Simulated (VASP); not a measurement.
# La3N4 (P-43m) in VASP: a series of runs

The runs below take La3N4 through single point, relaxation of cell and atoms, with PBE.

All numbers are computed with VASP 6.6.1; they aren't measurements. Logs are shortened: lines on timing, memory, paths and dates and some standing lists are left out, and cuts for length are marked.

## Step 1: The cell of the first run

Symmetry: P-43m, No. 215, cubic system. The conventional cell has a = 5.614 Å, b = 5.614 Å, c = 5.614 Å, α = 90.00°, β = 90.00°, γ = 90.00°. Within 3.1 Å of La (site symmetry -42m) lie 4 N at 2.35 Å. N (site symmetry 3m) has 3 La at 2.35 Å within 3.1 Å.

## Step 2: Single point, PBE

Input file INCAR:

```
SYSTEM = La3N4
ALGO = Normal
EDIFF = 1E-6
ENCUT = 520
GGA = PE
ISIF = 2
ISMEAR = 0
LASPH = .True.
LCHARG = .False.
LREAL = .False.
LWAVE = .False.
NBANDS = 36
NELM = 100
PREC = Accurate
SIGMA = 0.1
```

Input file KPOINTS:

```
k-points
0
Gamma
  8 8 8
  0 0 0
```

Input file POSCAR:

```
La3N4
1.0
    5.6142596839      0.0000000000      0.0000000000
    0.0000000000      5.6142596839      0.0000000000
    0.0000000000      0.0000000000      5.6142596839
La N
3 4
Direct
    0.0000000000      0.0000000000      0.5000000000
    0.5000000000      0.0000000000      0.0000000000
    0.0000000000      0.5000000000      0.0000000000
    0.7813824499      0.7813824499      0.7813824499
    0.2186175501      0.2186175501      0.7813824499
    0.2186175501      0.7813824499      0.2186175501
    0.7813824499      0.2186175501      0.2186175501
```

Potentials or basis: VASP PAW PBE potentials, release 64 (La, N).

Command:

```sh
> cat potpaw_PBE.64/La/POTCAR potpaw_PBE.64/N/POTCAR > POTCAR
> mpirun -np 1 vasp_std > vasp.out
```

OUTCAR:

```text
SYSTEM = La3N4
   EDIFF = 1E-6
   ENCUT = 520
   GGA = PE
   ISIF = 2
   ISMEAR = 0
   LASPH = .True.
   LREAL = .False.
   NELM = 100
   PREC = Accurate

 ion  position               nearest neighbor table
   1  0.000  0.000  0.500-   4 2.35   5 2.35   6 2.35   7 2.35
   2  0.500  0.000  0.000-   4 2.35   5 2.35   6 2.35   7 2.35
   3  0.000  0.500  0.000-   4 2.35   5 2.35   6 2.35   7 2.35
   4  0.781  0.781  0.781-   1 2.35   2 2.35   3 2.35
   5  0.219  0.219  0.781-   1 2.35   2 2.35   3 2.35
   6  0.219  0.781  0.219-   1 2.35   2 2.35   3 2.35
   7  0.781  0.219  0.219-   1 2.35   2 2.35   3 2.35

  LATTYP: Found a simple cubic cell.
 ALAT       =     5.6142596839

  Lattice vectors:

 A1 = (   5.6142596839,   0.0000000000,   0.0000000000)
 A2 = (   0.0000000000,   5.6142596839,   0.0000000000)
 A3 = (   0.0000000000,   0.0000000000,   5.6142596839)

Analysis of symmetry for initial positions (statically):
=====================================================================
 Subroutine PRICEL returns:
 Original cell was already a primitive cell.

 Routine SETGRP: Setting up the symmetry group for a
 simple cubic supercell.

 Subroutine GETGRP returns: Found 24 space group operations
 (whereof 24 operations were pure point group operations)
 out of a pool of 48 trial point group operations.

The static configuration has the point symmetry T_d .

Analysis of symmetry for dynamics (positions and initial velocities):
=====================================================================
 Subroutine PRICEL returns:
 Original cell was already a primitive cell.

 Routine SETGRP: Setting up the symmetry group for a
 simple cubic supercell.

 Subroutine GETGRP returns: Found 24 space group operations
 (whereof 24 operations were pure point group operations)
 out of a pool of 48 trial point group operations.

The dynamic configuration has the point symmetry T_d .

 Subroutine INISYM returns: Found 24 space group operations
 (whereof 24 operations are pure point group operations),
 and found     1 'primitive' translations

----------------------------------------------------------------------------------------

                                     Primitive cell

  volume of cell :     176.9610

  direct lattice vectors                    reciprocal lattice vectors
     5.614259684  0.000000000  0.000000000     0.178117874  0.000000000  0.000000000
     0.000000000  5.614259684  0.000000000     0.000000000  0.178117874  0.000000000
     0.000000000  0.000000000  5.614259684     0.000000000  0.000000000  0.178117874

  length of vectors
     5.614259684  5.614259684  5.614259684     0.178117874  0.178117874  0.178117874

  position of ions in fractional coordinates (direct lattice)
     0.000000000  0.000000000  0.500000000
     0.500000000  0.000000000  0.000000000
     0.000000000  0.500000000  0.000000000
     0.781382450  0.781382450  0.781382450
     0.218617550  0.218617550  0.781382450
     0.218617550  0.781382450  0.218617550
     0.781382450  0.218617550  0.218617550

  ion indices of the primitive-cell ions
   primitive index   ion index
                 1           1
                 2           2
                 3           3
                 4           4
                 5           5
                 6           6
                 7           7

----------------------------------------------------------------------------------------

 KPOINTS: k-points

Automatic generation of k-mesh.
 Grid dimensions read from file:
 generate k-points for:    8    8    8

 Generating k-lattice:

  Cartesian coordinates                     Fractional coordinates (reciprocal lattice)
     0.022264734  0.000000000  0.000000000     0.125000000  0.000000000  0.000000000
     0.000000000  0.022264734  0.000000000     0.000000000  0.125000000  0.000000000
     0.000000000  0.000000000  0.022264734     0.000000000  0.000000000  0.125000000

  Length of vectors
     0.022264734  0.022264734  0.022264734

  Shift w.r.t. Gamma in fractional coordinates (k-lattice)
     0.000000000  0.000000000  0.000000000

 Subroutine IBZKPT returns following result:
 ===========================================

 Found     35 irreducible k-points:

 Following reciprocal coordinates:
            Coordinates               Weight
  0.000000  0.000000  0.000000      1.000000
  0.125000  0.000000  0.000000      6.000000
  0.250000  0.000000  0.000000      6.000000
  0.375000  0.000000  0.000000      6.000000
  0.500000  0.000000  0.000000      3.000000
  0.125000  0.125000  0.000000     12.000000
[... 16 lines left out ...]
  0.375000  0.375000  0.125000     24.000000
  0.500000  0.375000  0.125000     24.000000
 [... further k-points ...]
   k-points           NKPTS =     35   k-points in BZ     NKDIM =     35   number of bands    NBANDS=     36
   number of dos      NEDOS =    301   number of ions     NIONS =      7
   total plane-waves  NPLWV =  74088
   dimension x,y,z NGX =    42 NGY =   42 NGZ =   42
   dimension x,y,z NGXF=    84 NGYF=   84 NGZF=   84
   ions per type =               3   4
   NGX,Y,Z   is equivalent  to a cutoff of  12.44, 12.44, 12.44 a.u.
   NGXF,Y,Z  is equivalent  to a cutoff of  24.87, 24.87, 24.87 a.u.
 SYSTEM =  La3N4
   PREC   = accura    normal or accurate (medium, high low for compatibility)
   ISTART =      0    job   : 0-new  1-cont  2-samecut
   ICHARG =      2    charge: 1-file 2-atom 10-const
   ISPIN  =      1    spin polarized calculation?
   LNONCOLLINEAR =      F non collinear calculations
   LSORBIT =      F    spin-orbit coupling
   LASPH  =      T    aspherical Exc in radial PAW
   ENCUT  =  520.0 eV  38.22 Ry    6.18 a.u.  10.44 10.44 10.44*2*pi/ulx,y,z
   NELM   =    100;   NELMIN=  2; NELMDL= -5     # of ELM steps
   EDIFF  = 0.1E-05   stopping-criterion for ELM
   LREAL  =      F    real-space projection
   EDIFFG = 0.1E-04   stopping-criterion for IOM
   NSW    =      0    number of steps for IOM
   IBRION =     -1    ionic relax: 0-MD 1-quasi-New 2-CG
   NFREE  =      0    steps in history (QN), initial steepest desc. (CG)
   ISIF   =      2    stress and relaxation
   ISYM   =      2    0-nonsym 1-usesym 2-fastsym
   POTIM  = 0.5000    time-step for ionic-motion
   TEBEG  =    0.0;   TEEND  =   0.0 temperature during run
   PSTRESS=    0.0 pullay stress
   NELECT =      53.0000    total number of electrons
   NUPDOWN=      -1.0000    fix difference up-down
   EMIN   =  10.00;   EMAX   =-10.00  energy-range for DOS
   EFERMI =   0.00;   METHOD = LEGACY
   ISMEAR =     0;   SIGMA  =   0.10  broadening in eV -4-tet -1-fermi 0-gaus
   EFERMI_NEDOS =   21; number of points for ismear=-14 and -15
   IALGO  =     38    algorithm
   IMIX   =      4    mixing-type and parameters
     AMIX     =   0.40;   BMIX     =  1.00
     AMIX_MAG =   1.60;   BMIX_MAG =  1.00
  volume/ion in A,a.u.               =      25.28       170.60
  Fermi-wavevector in a.u.,A,eV,Ry     =   1.095320  2.069854 16.323257  1.199726
  Thomas-Fermi vector in A             =   2.231641
   LORBIT       =      0    0 simple, 1 ext, 2 COOP (PROOUT), +10 PAW based schemes
   GGA     = PE    functional components
   LHFCALC =     F    Hartree Fock is set to
   AEXX    =    0.0000 exact exchange contribution
   IVDW    =     0    specifies the selected vdW correction
   LEPSILON=     F    determine dielectric tensor
   LRPA    =     F    only Hartree local field effects (RPA)
 non-spin polarized calculation
 Gauss-broadening in eV      SIGMA  =   0.10
  energy-cutoff  :      520.00
  volume of cell :      176.96
 maximum number of plane-waves:      4793
 NGX is ok and might be reduce to    42
   NGX = 21   NGY = 21   NGZ = 21

 number of electron      52.9999995 magnetization

 Free energy of the ion-electron system (eV)
  ---------------------------------------------------
  ext. energy  EPLUGINS =         0.00000000
  ---------------------------------------------------
  free energy    TOTEN  =       -50.29645527 eV

  energy without entropy =      -50.26548153  energy(sigma->0) =      -50.28096840

 E-fermi :   3.3519     XC(G=0):  -8.3274

 val. band max:        3.3486514766   @ k =   0.1250   0.0000   0.0000
 cond. band min:       3.3710523219   @ k =   0.3750   0.2500   0.0000
 fundamental gap:      0.0224008453
 Fermi energy:         3.3519100898

 k-point     1 :       0.0000    0.0000    0.0000
  band No.  band energies     occupation
      1     -27.1335      2.00000
      2     -26.9753      2.00000
      3     -26.9753      2.00000
      4     -12.4944      2.00000
      5     -12.4944      2.00000
      6     -12.4944      2.00000
[... 28 lines left out ...]
     35       7.8361      0.00000
     36       7.8520      0.00000

 k-point     2 :       0.1250    0.0000    0.0000
  band No.  band energies     occupation
      1     -27.1283      2.00000
      2     -26.9808      2.00000
      3     -26.9753      2.00000
      4     -12.4814      2.00000
      5     -12.4814      2.00000
      6     -12.4507      2.00000
[... 28 lines left out ...]
     35       7.8338      0.00000
     36       7.8444      0.00000

 k-point     3 :       0.2500    0.0000    0.0000
  band No.  band energies     occupation
      1     -27.1136      2.00000
      2     -26.9957      2.00000
      3     -26.9752      2.00000
      4     -12.4484      2.00000
      5     -12.4484      2.00000
      6     -12.3213      2.00000
[... 28 lines left out ...]
     35       7.8031      0.00000
     36       7.8492      0.00000
[... 742 lines left out ...]
 k-point    23 :       0.3750    0.3750    0.1250
  band No.  band energies     occupation
      1     -27.0589      2.00000
      2     -27.0204      2.00000
      3     -27.0053      2.00000
      4     -12.5941      2.00000
      5     -12.2447      2.00000
      6     -11.9492      2.00000
[... 28 lines left out ...]
     35       7.6537      0.00000
     36       7.7802      0.00000

 k-point    24 :       0.5000    0.3750    0.1250
  band No.  band energies     occupation
      1     -27.0470      2.00000
      2     -27.0281      2.00000
      3     -27.0094      2.00000
      4     -12.6035      2.00000
      5     -12.2421      2.00000
      6     -11.8977      2.00000
[... 28 lines left out ...]
     35       7.6422      0.00000
     36       7.7854      0.00000

 [... further k-points ...]
[... 5 lines left out ...]
  --------------------------------------------------------------------------------------
  -------------------------------------------------------------------------------------
  Total       -0.0854497     -0.0854497     -0.0854497     -0.0000000     -0.0000000      0.0000000
  in kB       -0.7736481     -0.7736481     -0.7736481     -0.0000000     -0.0000000      0.0000000
  external PRESSURE =      -0.7736481 kB  Pullay stress =       0.0000000 kB

 VOLUME and BASIS-vectors are now :
 -----------------------------------------------------------------------------
  energy-cutoff  :      520.00
  volume of cell :      176.96
      direct lattice vectors                 reciprocal lattice vectors
     5.614259684  0.000000000  0.000000000     0.178117874  0.000000000  0.000000000
     0.000000000  5.614259684  0.000000000     0.000000000  0.178117874  0.000000000
     0.000000000  0.000000000  5.614259684     0.000000000  0.000000000  0.178117874

 POSITION                                       TOTAL-FORCE (eV/Angst)
 -----------------------------------------------------------------------------------
      0.00000      0.00000      2.80713        -0.000000     -0.000000     -0.000000
      2.80713      0.00000      0.00000        -0.000000     -0.000000     -0.000000
      0.00000      2.80713      0.00000         0.000000     -0.000000     -0.000000
      4.38688      4.38688      4.38688        -0.002542     -0.002542     -0.002542
      1.22738      1.22738      4.38688         0.002542      0.002542     -0.002542
      1.22738      4.38688      1.22738         0.002542     -0.002542      0.002542
      4.38688      1.22738      1.22738        -0.002542      0.002542      0.002542
 -----------------------------------------------------------------------------------
    total drift:                               -0.000000     -0.000000     -0.000000

  FREE ENERGIE OF THE ION-ELECTRON SYSTEM (eV)
  ---------------------------------------------------
  free  energy   TOTEN  =       -50.2964552691 eV

  energy  without entropy=      -50.2654815349  energy(sigma->0) =      -50.28096840
```

Run time: 3.1 min. Hardware: 1 thread of AMD EPYC 9R45 (Zen 5), shared host; peak memory 0.34 GiB.

What came out:

```
Free energy   : -50.2965 eV
Pressure      : -0.1 GPa
Largest force : 0.004 eV/Å
```

Forces in eV/Å, atoms in the order of the input:
```
La   0.000  0.000  0.000
La   0.000  0.000  0.000
La   0.000  0.000  0.000
N   -0.003 -0.003 -0.003
N    0.003  0.003 -0.003
N    0.003 -0.003  0.003
N   -0.003  0.003  0.003
```

Caveat: spin-orbit coupling is left out, which moves the levels of the heavy elements.

## Step 3: Relaxation of cell and atoms, PBE

Input file INCAR:

```
SYSTEM = La3N4
PREC     = Accurate       ! precision mode
ENCUT    = 600            ! plane-wave cutoff, eV
EDIFF    = 1E-6           ! SCF threshold, eV
ISMEAR   = 0              ! smearing method
SIGMA    = 0.1            ! smearing width, eV
LREAL    = .FALSE.        ! projectors in reciprocal space
LASPH    = .TRUE.         ! aspherical terms in the spheres
NELM     = 100            ! most SCF steps
ALGO     = Normal         ! electronic algorithm
ISIF     = 3              ! what is computed and relaxed
LWAVE    = .FALSE.        ! write WAVECAR
LCHARG   = .FALSE.        ! write CHGCAR
GGA      = PE             ! functional
IBRION   = 2              ! ionic algorithm
NSW      = 100            ! ionic steps
EDIFFG   = -0.01          ! ionic threshold
```

Input file KPOINTS:

```
Automatic mesh
0
G
  8 8 8
  0 0 0
```

Input file POSCAR:

```
La3N4
1.0
    5.6165166042      0.0000000000      0.0000000000
    0.0000000000      5.6165166042      0.0000000000
    0.0000000000      0.0000000000      5.6165166042
La N
3 4
Direct
    0.0000000000      0.0000000000      0.5000000000
    0.5000000000      0.0000000000      0.0000000000
    0.0000000000      0.5000000000      0.0000000000
    0.7811919020      0.7811919020      0.7811919020
    0.2188080980      0.2188080980      0.7811919020
    0.2188080980      0.7811919020      0.2188080980
    0.7811919020      0.2188080980      0.2188080980
```

Potentials or basis: VASP PAW PBE potentials, release 64 (La, N).

Command:

```sh
> cat potpaw_PBE.64/La/POTCAR potpaw_PBE.64/N/POTCAR > POTCAR
> mpirun -np 1 vasp_std > vasp.out
```

Run time: 7.7 min. Hardware: 1 thread of AMD EPYC 9R45 (Zen 5), shared host; peak memory 0.46 GiB.

The run converged. Its results:

* Free energy: -50.3047 eV
* Relaxed volume: 25.22 Å³/atom
* Relaxed cell: a = 5.610 Å, b = 5.610 Å, c = 5.610 Å, α = 90.00°, β = 90.00°, γ = 90.00°
* Space group after relaxing (to 0.05 Å): P-43m (No. 215)
* Energy gained by relaxing: 0.1 meV/atom
* Ionic steps: 3
* Pressure after relaxing: 0.0 GPa

Forces on the atoms (eV/Å):
```
La   0.000  0.000  0.000
La   0.000  0.000  0.000
La   0.000  0.000  0.000
N   -0.002 -0.002 -0.002
N    0.002  0.002 -0.002
N    0.002 -0.002  0.002
N   -0.002  0.002  0.002
```

The path:
```tsv
step	energy change (eV)	largest force (eV/Å)	pressure (GPa)	volume (Å³)
1	0.0000	0.0124	-0.22	177.17
2	-0.0004	0.0092	0.10	176.28
3	-0.0004	0.0026	0.00	176.55
```

Final structure:
```yaml
crystal:
  lattice:
    - [5.60994, 0.00000, 0.00000]
    - [0.00000, 5.60994, 0.00000]
    - [0.00000, 0.00000, 5.60994]
  atoms:
    - { symbol: La, position: [0.00000, 0.00000, 0.50000] }
    - { symbol: La, position: [0.50000, 0.00000, 0.00000] }
    - { symbol: La, position: [0.00000, 0.50000, 0.00000] }
    - { symbol: N, position: [0.78123, 0.78123, 0.78123] }
    - { symbol: N, position: [0.21877, 0.21877, 0.78123] }
    - { symbol: N, position: [0.21877, 0.78123, 0.21877] }
    - { symbol: N, position: [0.78123, 0.21877, 0.21877] }
```

Levels at points of the mesh, in eV from the Fermi level:
```tsv
k point	band 24	band 25	band 26	band 27	band 28	band 29
(0.00, 0.00, 0.00)	-0.12	-0.12	0.13	0.13	0.13	2.27
(0.50, 0.00, 0.00)	-0.82	-0.82	-0.59	0.38	0.38	3.38
(0.50, 0.50, 0.00)	-0.63	-0.60	-0.60	-0.40	0.26	3.53
(0.50, 0.50, 0.50)	-0.42	-0.42	-0.30	-0.30	-0.30	3.58
```

Caveat: spin-orbit coupling is left out, which moves the levels of the heavy elements.
